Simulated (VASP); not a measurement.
# SnSe (Fm-3m) in VASP: further runs, part 2 of 2

VASP 6.6.1.

### 3 Single point, PBE+D3(BJ) (volume scaled by 0.91)

Input file INCAR:

```
SYSTEM = SnSe
PREC     = Accurate       ! precision mode
ENCUT    = 520            ! plane-wave cutoff, eV
EDIFF    = 1E-6           ! SCF threshold, eV
ISMEAR   = 0              ! smearing method
SIGMA    = 0.02           ! smearing width, eV
LREAL    = .FALSE.        ! projectors in reciprocal space
LASPH    = .TRUE.         ! aspherical terms in the spheres
NELM     = 60             ! most SCF steps
ALGO     = Normal         ! electronic algorithm
ISIF     = 2              ! what is computed and relaxed
LWAVE    = .FALSE.        ! write WAVECAR
LCHARG   = .FALSE.        ! write CHGCAR
GGA      = PE             ! functional
IVDW     = 12             ! dispersion correction
NBANDS   = 17             ! bands
```

Input file KPOINTS:

```
Automatic mesh
0
G
  10 10 10
  0 0 0
```

Input file POSCAR:

```
SnSe
1.0
    0.0000000000      2.8962727430      2.8962727430
    2.8962727430      0.0000000000      2.8962727430
    2.8962727430      2.8962727430      0.0000000000
Sn Se
1 1
Direct
    0.0000000000      0.0000000000      0.0000000000
    0.5000000000      0.5000000000      0.5000000000
```

Potentials or basis: VASP PAW PBE potentials, release 64 (Sn_d, Se).

On the command line:

```bash
cat potpaw_PBE.64/Sn_d/POTCAR potpaw_PBE.64/Se/POTCAR > POTCAR
mpirun -np 1 vasp_std > vasp.out
```

OUTCAR:

```text
SYSTEM = SnSe
   PREC = Accurate
   ENCUT = 520
   EDIFF = 1E-6
   ISMEAR = 0
   LREAL = .FALSE.
   LASPH = .TRUE.
   NELM = 60
   ISIF = 2
   GGA = PE
   IVDW = 12
 IVDW          = 12

 ion  position               nearest neighbor table
   1  0.000  0.000  0.000-   2 2.90   2 2.90   2 2.90   2 2.90   2 2.90   2 2.90
   2  0.500  0.500  0.500-   1 2.90   1 2.90   1 2.90   1 2.90   1 2.90   1 2.90

  LATTYP: Found a face centered cubic cell.
 ALAT       =     5.7925454860

  Lattice vectors:

 A1 = (   0.0000000000,   2.8962727430,   2.8962727430)
 A2 = (   2.8962727430,   0.0000000000,   2.8962727430)
 A3 = (   2.8962727430,   2.8962727430,   0.0000000000)

Analysis of symmetry for initial positions (statically):
=====================================================================
 Subroutine PRICEL returns:
 Original cell was already a primitive cell.

 Routine SETGRP: Setting up the symmetry group for a
 face centered cubic supercell.

 Subroutine GETGRP returns: Found 48 space group operations
 (whereof 48 operations were pure point group operations)
 out of a pool of 48 trial point group operations.

The static configuration has the point symmetry O_h .

Analysis of symmetry for dynamics (positions and initial velocities):
=====================================================================
 Subroutine PRICEL returns:
 Original cell was already a primitive cell.

 Routine SETGRP: Setting up the symmetry group for a
 face centered cubic supercell.

 Subroutine GETGRP returns: Found 48 space group operations
 (whereof 48 operations were pure point group operations)
 out of a pool of 48 trial point group operations.

The dynamic configuration has the point symmetry O_h .

 Subroutine INISYM returns: Found 48 space group operations
 (whereof 48 operations are pure point group operations),
 and found     1 'primitive' translations

----------------------------------------------------------------------------------------

                                     Primitive cell

  volume of cell :      48.5902

  direct lattice vectors                    reciprocal lattice vectors
     0.000000000  2.896272743  2.896272743    -0.172635675  0.172635675  0.172635675
     2.896272743  0.000000000  2.896272743     0.172635675 -0.172635675  0.172635675
     2.896272743  2.896272743  0.000000000     0.172635675  0.172635675 -0.172635675

  length of vectors
     4.095948193  4.095948193  4.095948193     0.299013760  0.299013760  0.299013760

  position of ions in fractional coordinates (direct lattice)
     0.000000000  0.000000000  0.000000000
     0.500000000  0.500000000  0.500000000

  ion indices of the primitive-cell ions
   primitive index   ion index
                 1           1
                 2           2

----------------------------------------------------------------------------------------

 KPOINTS: Automatic mesh

Automatic generation of k-mesh.
 Grid dimensions read from file:
 generate k-points for:   10   10   10

 Generating k-lattice:

  Cartesian coordinates                     Fractional coordinates (reciprocal lattice)
    -0.017263568  0.017263568  0.017263568     0.100000000  0.000000000  0.000000000
     0.017263568 -0.017263568  0.017263568     0.000000000  0.100000000  0.000000000
     0.017263568  0.017263568 -0.017263568     0.000000000  0.000000000  0.100000000

  Length of vectors
     0.029901376  0.029901376  0.029901376

  Shift w.r.t. Gamma in fractional coordinates (k-lattice)
     0.000000000  0.000000000  0.000000000

 Subroutine IBZKPT returns following result:
 ===========================================

 Found     47 irreducible k-points:

 Following reciprocal coordinates:
            Coordinates               Weight
  0.000000  0.000000  0.000000      1.000000
  0.100000  0.000000  0.000000      8.000000
  0.200000  0.000000  0.000000      8.000000
  0.300000  0.000000  0.000000      8.000000
  0.400000  0.000000  0.000000      8.000000
  0.500000  0.000000  0.000000      4.000000
[... 16 lines left out ...]
  0.300000  0.300000  0.000000      6.000000
  0.400000  0.300000  0.000000     24.000000
 [... further k-points ...]
   k-points           NKPTS =     47   k-points in BZ     NKDIM =     47   number of bands    NBANDS=     17
   number of dos      NEDOS =    301   number of ions     NIONS =      2
   total plane-waves  NPLWV =  27000
   dimension x,y,z NGX =    30 NGY =   30 NGZ =   30
   dimension x,y,z NGXF=    60 NGYF=   60 NGZF=   60
   ions per type =               1   1
   NGX,Y,Z   is equivalent  to a cutoff of  12.18, 12.18, 12.18 a.u.
   NGXF,Y,Z  is equivalent  to a cutoff of  24.35, 24.35, 24.35 a.u.
 SYSTEM =  SnSe
   PREC   = accura    normal or accurate (medium, high low for compatibility)
   ISTART =      0    job   : 0-new  1-cont  2-samecut
   ICHARG =      2    charge: 1-file 2-atom 10-const
   ISPIN  =      1    spin polarized calculation?
   LNONCOLLINEAR =      F non collinear calculations
   LSORBIT =      F    spin-orbit coupling
   LASPH  =      T    aspherical Exc in radial PAW
   ENCUT  =  520.0 eV  38.22 Ry    6.18 a.u.   7.62  7.62  7.62*2*pi/ulx,y,z
   NELM   =     60;   NELMIN=  2; NELMDL= -5     # of ELM steps
   EDIFF  = 0.1E-05   stopping-criterion for ELM
   LREAL  =      F    real-space projection
   EDIFFG = 0.1E-04   stopping-criterion for IOM
   NSW    =      0    number of steps for IOM
   IBRION =     -1    ionic relax: 0-MD 1-quasi-New 2-CG
   NFREE  =      0    steps in history (QN), initial steepest desc. (CG)
   ISIF   =      2    stress and relaxation
   ISYM   =      2    0-nonsym 1-usesym 2-fastsym
   POTIM  = 0.5000    time-step for ionic-motion
   TEBEG  =    0.0;   TEEND  =   0.0 temperature during run
   PSTRESS=    0.0 pullay stress
   NELECT =      20.0000    total number of electrons
   NUPDOWN=      -1.0000    fix difference up-down
   EMIN   =  10.00;   EMAX   =-10.00  energy-range for DOS
   EFERMI =   0.00;   METHOD = LEGACY
   ISMEAR =     0;   SIGMA  =   0.02  broadening in eV -4-tet -1-fermi 0-gaus
   EFERMI_NEDOS =   21; number of points for ismear=-14 and -15
   IALGO  =     38    algorithm
   IMIX   =      4    mixing-type and parameters
     AMIX     =   0.40;   BMIX     =  1.00
     AMIX_MAG =   1.60;   BMIX_MAG =  1.00
  volume/ion in A,a.u.               =      24.30       163.95
  Fermi-wavevector in a.u.,A,eV,Ry     =   1.217780  2.301270 20.177266  1.482987
  Thomas-Fermi vector in A             =   2.353088
   LORBIT       =      0    0 simple, 1 ext, 2 COOP (PROOUT), +10 PAW based schemes
   GGA     = PE    functional components
   LHFCALC =     F    Hartree Fock is set to
   AEXX    =    0.0000 exact exchange contribution
   IVDW    =    12    specifies the selected vdW correction
   LEPSILON=     F    determine dielectric tensor
   LRPA    =     F    only Hartree local field effects (RPA)
 non-spin polarized calculation
 Gauss-broadening in eV      SIGMA  =   0.02
  energy-cutoff  :      520.00
  volume of cell :       48.59
 maximum number of plane-waves:      1326
   NGX = 15   NGY = 15   NGZ = 15

 number of electron      19.9999996 magnetization

 Free energy of the ion-electron system (eV)
  ---------------------------------------------------
  ext. energy  EPLUGINS =         0.00000000
  ---------------------------------------------------
  free energy    TOTEN  =        -8.04201448 eV

  energy without entropy =       -8.04201448  energy(sigma->0) =       -8.04201448

 E-fermi :   7.2447     XC(G=0): -10.1346

 val. band max:        7.1220023947   @ k =  -0.2000   0.2000   0.0000
 cond. band min:       7.4735952009   @ k =  -0.4000   0.1000   0.0000
 fundamental gap:      0.3515928062
 Fermi energy:         7.2446769574

 k-point     1 :       0.0000    0.0000    0.0000
  band No.  band energies     occupation
      1     -14.6620      2.00000
      2     -14.6620      2.00000
      3     -14.6586      2.00000
      4     -14.6586      2.00000
      5     -14.6586      2.00000
      6      -7.7684      2.00000
[... 9 lines left out ...]
     16      12.6582      0.00000
     17      14.9830      0.00000
[... 441 lines left out ...]
 k-point    24 :       0.4000    0.3000    0.0000
  band No.  band energies     occupation
      1     -14.6992      2.00000
      2     -14.6658      2.00000
      3     -14.6544      2.00000
      4     -14.6371      2.00000
      5     -14.6358      2.00000
      6      -6.5574      2.00000
[... 9 lines left out ...]
     16      18.1143      0.00000
     17      18.6702      0.00000

 [... further k-points ...]

------------------------ aborting loop because EDIFF is reached ----------------------------------------

 Edisp (eV)   -0.79549

 E8    (eV) :    -0.3582

  FORCE on cell =-STRESS in cart. coord.  units (eV):
  Direction    XX          YY          ZZ          XY          YZ          ZX
  --------------------------------------------------------------------------------------
  -------------------------------------------------------------------------------------
  Total       1.86497     1.86497     1.86497     0.00000     0.00000    -0.00000
  in kB      61.49420    61.49420    61.49420     0.00000     0.00000    -0.00000
  external pressure =       61.49 kB  Pullay stress =        0.00 kB

 VOLUME and BASIS-vectors are now :
 -----------------------------------------------------------------------------
  energy-cutoff  :      520.00
  volume of cell :       48.59
      direct lattice vectors                 reciprocal lattice vectors
     0.000000000  2.896272743  2.896272743    -0.172635675  0.172635675  0.172635675
     2.896272743  0.000000000  2.896272743     0.172635675 -0.172635675  0.172635675
     2.896272743  2.896272743  0.000000000     0.172635675  0.172635675 -0.172635675

 POSITION                                       TOTAL-FORCE (eV/Angst)
 -----------------------------------------------------------------------------------
      0.00000      0.00000      0.00000        -0.000000      0.000000     -0.000000
      2.89627      2.89627      2.89627         0.000000     -0.000000      0.000000
 -----------------------------------------------------------------------------------
    total drift:                               -0.000000      0.000000      0.000000

  FREE ENERGIE OF THE ION-ELECTRON SYSTEM (eV)
  ---------------------------------------------------
  free  energy   TOTEN  =        -8.8375044642 eV

  energy  without entropy=       -8.8375044642  energy(sigma->0) =       -8.83750446
```

It took 17 s on 1 thread of Intel Xeon 6975P-C (Granite Rapids), shared host; peak memory 0.2 GiB.

Results:

| Quantity | Value |
| --- | --- |
| Free energy | -8.8375 eV |
| Pressure | 6.1 GPa |
| Band gap on the k mesh | 0.35 eV, indirect (least direct gap 0.56 eV) |
| Dispersion energy per atom | -0.398 eV |

Caveat: spin-orbit coupling is left out, which moves the levels of the heavy elements. A k mesh can miss the band edges.

### 4 Single point, PBE+D3(BJ) (volume scaled by 0.94)

Input file INCAR:

```
PREC     = Accurate       # precision mode
ENCUT    = 520            # plane-wave cutoff, eV
EDIFF    = 1E-7           # SCF threshold, eV
ISMEAR   = 0              # smearing method
SIGMA    = 0.02           # smearing width, eV
LREAL    = False          # projectors in reciprocal space
LASPH    = True           # aspherical terms in the spheres
NELM     = 80             # most SCF steps
ALGO     = Normal         # electronic algorithm
ISIF     = 2              # what is computed and relaxed
LWAVE    = False          # write WAVECAR
LCHARG   = False          # write CHGCAR
GGA      = PE             # functional
IVDW     = 12             # dispersion correction
NBANDS   = 17             # bands
```

Input file KPOINTS:

```
Automatic mesh
0
Gamma
  10 10 10
```

Input file POSCAR:

```
SnSe
1.0
    0.0000000000      2.9277564350      2.9277564350
    2.9277564350      0.0000000000      2.9277564350
    2.9277564350      2.9277564350      0.0000000000
Sn Se
1 1
Direct
    0.0000000000      0.0000000000      0.0000000000
    0.5000000000      0.5000000000      0.5000000000
```

On the command line:

```bash
cat potpaw_PBE.64/Sn_d/POTCAR potpaw_PBE.64/Se/POTCAR > POTCAR
mpirun -np 1 vasp_std > vasp.out
```

Run time: 15 s. Hardware: 1 thread of Intel Xeon 6975P-C (Granite Rapids), shared host; peak memory 0.2 GiB.

The run converged. Its results:

* Free energy: -8.8873 eV
* Pressure: 3.8 GPa
* Band gap on the k mesh: 0.43 eV, indirect (least direct gap 0.58 eV)
* Dispersion energy per atom: -0.385 eV

Levels at points of the mesh, in eV from the valence-band top:
| k point | band 7 | band 8 | band 9 | band 10 | band 11 | band 12 | band 13 | band 14 |
| --- | --- | --- | --- | --- | --- | --- | --- | --- |
| (0.00, 0.00, 0.00) | -4.87 | -2.52 | -2.52 | -2.52 | 4.55 | 4.55 | 4.55 | 5.67 |
| (0.50, 0.00, 0.00) | -8.59 | -2.26 | -2.26 | -0.15 | 0.82 | 1.10 | 1.10 | 8.39 |
| (0.50, 0.50, 0.00) | -6.16 | -6.12 | -4.13 | -4.13 | 2.64 | 5.74 | 5.74 | 6.43 |

Caveat: spin-orbit coupling is left out, which moves the levels of the heavy elements.

### 5 Summary

```tsv
cell	gap on the mesh (eV)	pressure (GPa)
a = 4.050 Å, angles 60.0°, 2 atoms	0.28	9.0
a = 4.096 Å, angles 60.0°, 2 atoms	0.35	6.1
a = 4.140 Å, angles 60.0°, 2 atoms	0.43	3.8
```

Alike in all rows: task single point; level PBE+D3(BJ); potentials or basis VASP PAW PBE potentials, release 64 (Sn_d, Se); no spin polarisation; k mesh 10 × 10 × 10; cutoff (eV) 520; smearing gaussian 0.02 eV.

Caveats: spin-orbit coupling is left out, which moves the levels of the heavy elements.

Absolute energies hang on the potentials; compare differences alone.
